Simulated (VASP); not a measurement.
# Sc (P6_3/mmc) in VASP: a series of runs, part 3 of 3

VASP 6.6.1. Earlier steps stand in the parts before.

### Step 6. Relaxation of cell and atoms, PBEsol

This run uses another cell than the first one, of 24.97 Å³/atom, 1.057 times its volume.

INCAR

```
SYSTEM = Sc
PREC = Accurate
ENCUT = 600
EDIFF = 1E-6
ISMEAR = 0
SIGMA = 0.1
LREAL = .False.
LASPH = .True.
NELM = 80
ALGO = Normal
ISIF = 3
LWAVE = .False.
LCHARG = .False.
GGA = PS
IBRION = 2
NSW = 100
EDIFFG = -0.005
```

KPOINTS

```
regular mesh
0
Gamma
  15 15 8
  0 0 0
```

POSCAR

```
Sc
1.0
    3.3087978973      0.0000000000      0.0000000000
   -1.6543989486      2.8655030350      0.0000000000
    0.0000000000      0.0000000000      5.2680000000
Sc
2
Direct
    0.3333333333      0.6666666667      0.2500000000
    0.6666666667      0.3333333333      0.7500000000
```

Potentials or basis: VASP PAW PBE potentials, release 64 (Sc_sv).

Command:

```bash
> cat potpaw_PBE.64/Sc_sv/POTCAR > POTCAR
> mpirun -np 1 vasp_std > vasp.out
```

OUTCAR:

```text
SYSTEM = Sc
   PREC = Accurate
   ENCUT = 600
   EDIFF = 1E-6
   ISMEAR = 0
   LREAL = .False.
   LASPH = .True.
   NELM = 80
   ISIF = 3
   GGA = PS
   IBRION = 2
   NSW = 100
   EDIFFG = -0.005

 ion  position               nearest neighbor table
   1  0.333  0.667  0.250-   2 3.25   2 3.25   2 3.25   2 3.25   2 3.25   2 3.25
   2  0.667  0.333  0.750-   1 3.25   1 3.25   1 3.25   1 3.25   1 3.25   1 3.25

  LATTYP: Found a hexagonal cell.
 ALAT       =     3.3087978973
 C/A-ratio  =     1.5921190002

  Lattice vectors:

 A1 = (   3.3087978973,   0.0000000000,   0.0000000000)
 A2 = (  -1.6543989486,   2.8655030350,   0.0000000000)
 A3 = (   0.0000000000,   0.0000000000,   5.2680000000)

Analysis of symmetry for initial positions (statically):
=====================================================================
 Subroutine PRICEL returns:
 Original cell was already a primitive cell.

 Routine SETGRP: Setting up the symmetry group for a
 hexagonal supercell.

 Subroutine GETGRP returns: Found 24 space group operations
 (whereof 12 operations were pure point group operations)
 out of a pool of 24 trial point group operations.

The static configuration has the point symmetry D_3d.
 The point group associated with its full space group is D_6h.

Analysis of symmetry for dynamics (positions and initial velocities):
=====================================================================
 Subroutine PRICEL returns:
 Original cell was already a primitive cell.

 Routine SETGRP: Setting up the symmetry group for a
 hexagonal supercell.

 Subroutine GETGRP returns: Found 24 space group operations
 (whereof 12 operations were pure point group operations)
 out of a pool of 24 trial point group operations.

The dynamic configuration has the point symmetry D_3d.
 The point group associated with its full space group is D_6h.

 Subroutine INISYM returns: Found 24 space group operations
 (whereof 12 operations are pure point group operations),
 and found     1 'primitive' translations

----------------------------------------------------------------------------------------

                                     Primitive cell

  volume of cell :      49.9479

  direct lattice vectors                    reciprocal lattice vectors
     3.308797897  0.000000000  0.000000000     0.302224563  0.174489433  0.000000000
    -1.654398949  2.865503035  0.000000000     0.000000000  0.348978866  0.000000000
     0.000000000  0.000000000  5.268000000     0.000000000  0.000000000  0.189825361

  length of vectors
     3.308797897  3.308797897  5.268000000     0.348978866  0.348978866  0.189825361

  position of ions in fractional coordinates (direct lattice)
     0.333333333  0.666666667  0.250000000
     0.666666667  0.333333333  0.750000000

  ion indices of the primitive-cell ions
   primitive index   ion index
                 1           1
                 2           2

----------------------------------------------------------------------------------------

 KPOINTS: regular mesh

Automatic generation of k-mesh.
 Grid dimensions read from file:
 generate k-points for:   15   15    8

 Generating k-lattice:

  Cartesian coordinates                     Fractional coordinates (reciprocal lattice)
     0.020148304  0.011632629  0.000000000     0.066666667  0.000000000  0.000000000
     0.000000000  0.023265258  0.000000000     0.000000000  0.066666667  0.000000000
     0.000000000  0.000000000  0.023728170     0.000000000  0.000000000  0.125000000

  Length of vectors
     0.023265258  0.023265258  0.023728170

  Shift w.r.t. Gamma in fractional coordinates (k-lattice)
     0.000000000  0.000000000  0.000000000

 Subroutine IBZKPT returns following result:
 ===========================================

 Found    135 irreducible k-points:

 Following reciprocal coordinates:
            Coordinates               Weight
  0.000000  0.000000  0.000000      1.000000
  0.066667  0.000000  0.000000      6.000000
  0.133333  0.000000  0.000000      6.000000
  0.200000  0.000000  0.000000      6.000000
  0.266667  0.000000  0.000000      6.000000
  0.333333  0.000000  0.000000      6.000000
[... 16 lines left out ...]
  0.333333  0.200000  0.000000     12.000000
  0.400000  0.200000  0.000000      6.000000
 [... further k-points ...]
   k-points           NKPTS =    135   k-points in BZ     NKDIM =    135   number of bands    NBANDS=     15
   number of dos      NEDOS =    301   number of ions     NIONS =      2
   total plane-waves  NPLWV =  32928
   dimension x,y,z NGX =    28 NGY =   28 NGZ =   42
   dimension x,y,z NGXF=    56 NGYF=   56 NGZF=   84
   ions per type =               2
   NGX,Y,Z   is equivalent  to a cutoff of  14.07, 14.07, 13.25 a.u.
   NGXF,Y,Z  is equivalent  to a cutoff of  28.14, 28.14, 26.51 a.u.
 SYSTEM =  Sc
   PREC   = accura    normal or accurate (medium, high low for compatibility)
   ISTART =      0    job   : 0-new  1-cont  2-samecut
   ICHARG =      2    charge: 1-file 2-atom 10-const
   ISPIN  =      1    spin polarized calculation?
   LNONCOLLINEAR =      F non collinear calculations
   LSORBIT =      F    spin-orbit coupling
   LASPH  =      T    aspherical Exc in radial PAW
   ENCUT  =  600.0 eV  44.10 Ry    6.64 a.u.   6.61  6.61 10.52*2*pi/ulx,y,z
   NELM   =     80;   NELMIN=  2; NELMDL= -5     # of ELM steps
   EDIFF  = 0.1E-05   stopping-criterion for ELM
   LREAL  =      F    real-space projection
   EDIFFG = -.5E-02   stopping-criterion for IOM
   NSW    =    100    number of steps for IOM
   IBRION =      2    ionic relax: 0-MD 1-quasi-New 2-CG
   NFREE  =      1    steps in history (QN), initial steepest desc. (CG)
   ISIF   =      3    stress and relaxation
   ISYM   =      2    0-nonsym 1-usesym 2-fastsym
   POTIM  = 0.5000    time-step for ionic-motion
   TEBEG  =    0.0;   TEEND  =   0.0 temperature during run
   PSTRESS=    0.0 pullay stress
   NELECT =      22.0000    total number of electrons
   NUPDOWN=      -1.0000    fix difference up-down
   EMIN   =  10.00;   EMAX   =-10.00  energy-range for DOS
   EFERMI =   0.00;   METHOD = LEGACY
   ISMEAR =     0;   SIGMA  =   0.10  broadening in eV -4-tet -1-fermi 0-gaus
   EFERMI_NEDOS =   21; number of points for ismear=-14 and -15
   IALGO  =     38    algorithm
   IMIX   =      4    mixing-type and parameters
     AMIX     =   0.40;   BMIX     =  1.00
     AMIX_MAG =   1.60;   BMIX_MAG =  1.00
  volume/ion in A,a.u.               =      24.97       168.53
  Fermi-wavevector in a.u.,A,eV,Ry     =   1.245595  2.353833 21.109524  1.551506
  Thomas-Fermi vector in A             =   2.379810
   LORBIT       =      0    0 simple, 1 ext, 2 COOP (PROOUT), +10 PAW based schemes
   GGA     = PS    functional components
   LHFCALC =     F    Hartree Fock is set to
   AEXX    =    0.0000 exact exchange contribution
   IVDW    =     0    specifies the selected vdW correction
   LEPSILON=     F    determine dielectric tensor
   LRPA    =     F    only Hartree local field effects (RPA)
 conjugate gradient relaxation of ions
 non-spin polarized calculation
 Gauss-broadening in eV      SIGMA  =   0.10
  energy-cutoff  :      600.00
  volume of cell :       49.95
 maximum number of plane-waves:      1713
 NGX is ok and might be reduce to    28
   NGX = 13   NGY = 13   NGZ = 21

--------------------------------------- Ionic step        1  -------------------------------------------

 number of electron      22.0000001 magnetization

 Free energy of the ion-electron system (eV)
  ---------------------------------------------------
  ext. energy  EPLUGINS =         0.00000000
  ---------------------------------------------------
  free energy    TOTEN  =       -13.19391117 eV

  energy without entropy =      -13.17166477  energy(sigma->0) =      -13.18278797

 E-fermi :   3.5032     XC(G=0):  -9.9367

 val. band max:        3.5011259090   @ k =   0.3333   0.0667   0.1250
 cond. band min:       3.5080118650   @ k =   0.2667   0.1333   0.1250
 fundamental gap:      0.0068859559
 Fermi energy:         3.5031739041

 k-point     1 :       0.0000    0.0000    0.0000
  band No.  band energies     occupation
      1     -45.7411      2.00000
      2     -45.6781      2.00000
      3     -24.6404      2.00000
      4     -24.3120      2.00000
      5     -24.3120      2.00000
      6     -24.2541      2.00000
      7     -24.2541      2.00000
      8     -24.2363      2.00000
      9      -1.6141      2.00000
     10       1.8309      2.00000
     11       3.9400      0.00000
     12       5.0893      0.00000
     13       5.0893      0.00000
     14       5.2083      0.00000
     15       5.4999      0.00000
[... 591 lines left out ...]
  energy  without entropy=      -13.2030055125  energy(sigma->0) =      -13.21259854

--------------------------------------- Ionic step        6  -------------------------------------------

 number of electron      21.9999999 magnetization

 Free energy of the ion-electron system (eV)
  ---------------------------------------------------
  ext. energy  EPLUGINS =         0.00000000
  ---------------------------------------------------
  free energy    TOTEN  =       -13.22219210 eV

  energy without entropy =      -13.20301338  energy(sigma->0) =      -13.21260274

 E-fermi :   3.8144     XC(G=0): -10.1594

 val. band max:        3.8091096251   @ k =   0.4000   0.2000   0.3750
 cond. band min:       3.8237708369   @ k =   0.4000   0.2000   0.3750
 fundamental gap:      0.0146612117
 Fermi energy:         3.8144073695

 k-point     1 :       0.0000    0.0000    0.0000
  band No.  band energies     occupation
      1     -45.2822      2.00000
      2     -45.1942      2.00000
      3     -24.2452      2.00000
      4     -23.8452      2.00000
      5     -23.8452      2.00000
      6     -23.7664      2.00000
      7     -23.7664      2.00000
      8     -23.7326      2.00000
      9      -1.3954      2.00000
     10       2.1203      2.00000
     11       4.5668      0.00000
     12       5.4479      0.00000
     13       5.4479      0.00000
     14       5.7523      0.00000
     15       5.9327      0.00000
[... 443 lines left out ...]
  FREE ENERGIE OF THE ION-ELECTRON SYSTEM (eV)
  ---------------------------------------------------
  free  energy   TOTEN  =       -13.2221920976 eV

  energy  without entropy=      -13.2030133790  energy(sigma->0) =      -13.21260274

 reached required accuracy - stopping structural energy minimisation
```

OSZICAR:

```text
N       E                     dE             d eps       ncg     rms          rms(c)
DAV:   1     0.407955761066E+03    0.40796E+03   -0.11783E+04  4050   0.172E+03
DAV:   2     0.114208304408E+02   -0.39653E+03   -0.39057E+03  5653   0.660E+02
DAV:   3    -0.143744767093E+02   -0.25795E+02   -0.25189E+02  6787   0.199E+02
DAV:   4    -0.147839001542E+02   -0.40942E+00   -0.40331E+00  6255   0.247E+01
[... 43 lines left out ...]
       N       E                     dE             d eps       ncg     rms          rms(c)
DAV:   1    -0.132221953454E+02   -0.40265E-05   -0.57355E-04  4463   0.516E-01    0.156E-02
DAV:   2    -0.132221941933E+02    0.11522E-05   -0.41633E-05  6369   0.113E-01    0.972E-03
DAV:   3    -0.132221921693E+02    0.20240E-05   -0.68246E-06  5629   0.389E-02    0.153E-03
DAV:   4    -0.132221920976E+02    0.71710E-07   -0.45682E-07  2144   0.151E-02
   6 F= -.13222192E+02 E0= -.13212603E+02  d E =-.174565E-02
```

CONTCAR:

```text
Sc
   1.00000000000000
     3.2777789942233095   -0.0000000000005570    0.0000000000000000
    -1.6388894970626058    2.8386398769397809   -0.0000000000000000
    -0.0000000000000000    0.0000000000000000    5.0838905593986503
  Sc
     2
Direct
     0.3333333332999970    0.6666666667000030    0.2500000000000000
     0.6666666667000030    0.3333333332999970    0.7500000000000000

  0.00000000E+00  0.00000000E+00  0.00000000E+00
  0.00000000E+00  0.00000000E+00  0.00000000E+00
```

Wall time 2.8 min (1 thread of Intel Xeon 6975P-C (Granite Rapids), shared host); peak memory 0.26 GiB.

Results:

```yaml
Free_energy: -13.2222 eV
Relaxed_volume: 23.65 Å³/atom
Relaxed_cell: a = 3.278 Å, b = 3.278 Å, c = 5.084 Å, α = 90.00°, β = 90.00°, γ = 120.00°
Space_group_after_relaxing_to_0.05_Å: P6_3/mmc (No. 194)
Energy_gained_by_relaxing: 14.1 meV/atom
Ionic_steps: 6
Pressure_after_relaxing: 0.0 GPa
Band_gap_on_the_k_mesh: zero (band 11 reaches 4.83 eV, above the bottom of band 12 at 3.26 eV)
```

The path:
```
step  energy change (eV)  largest force (eV/Å)  pressure (GPa)  volume (Å³)
   1              0.0000                0.0000           -2.77        49.95
   2             -0.0261                0.0000            0.57        46.89
   3             -0.0265                0.0000            0.17        47.22
   4             -0.0280                0.0000            0.08        47.27
   5             -0.0283                0.0000            0.03        47.30
   6             -0.0283                0.0000            0.03        47.30
```

Final structure:
```yaml
crystal:
  lattice:
    - [3.27778, 0.00000, 0.00000]
    - [-1.63889, 2.83864, 0.00000]
    - [0.00000, 0.00000, 5.08389]
  atoms:
    - { symbol: Sc, position: [0.33333, 0.66667, 0.25000] }
    - { symbol: Sc, position: [0.66667, 0.33333, 0.75000] }
```

Caveat: the PAW data sets were made with another functional, which shifts forces and pressure a little.

### Step 7. Overview

```csv
task,cell,k mesh,cutoff (eV),gap on the mesh (eV),pressure (GPa),relaxed volume (Å³/atom)
single point,"a = 3.277, b = 3.277, c = 5.083 Å, angles 90.0, 90.0, 120.0°, 2 atoms",12 × 12 × 7,520,none,0.0,-
single point,"a = 3.277, b = 3.277, c = 5.083 Å, angles 90.0, 90.0, 120.0°, 2 atoms",15 × 15 × 8,520,none,0.0,-
relaxation of cell and atoms,"relaxed from a = 3.309, b = 3.309, c = 5.268 Å, angles 90.0, 90.0, 120.0°, 2 atoms",12 × 12 × 8,600,none,0.0,23.66
relaxation of cell and atoms,"relaxed from a = 3.309, b = 3.309, c = 5.268 Å, angles 90.0, 90.0, 120.0°, 2 atoms",15 × 15 × 8,600,none,0.0,23.65
```

Alike in all rows: level PBEsol; potentials or basis VASP PAW PBE potentials, release 64 (Sc_sv); no spin polarisation; smearing gaussian 0.1 eV.

Caveats: the PAW data sets were made with another functional, which shifts forces and pressure a little.

Total energies depend on the potentials used, so only differences within one code and one set of settings carry meaning.
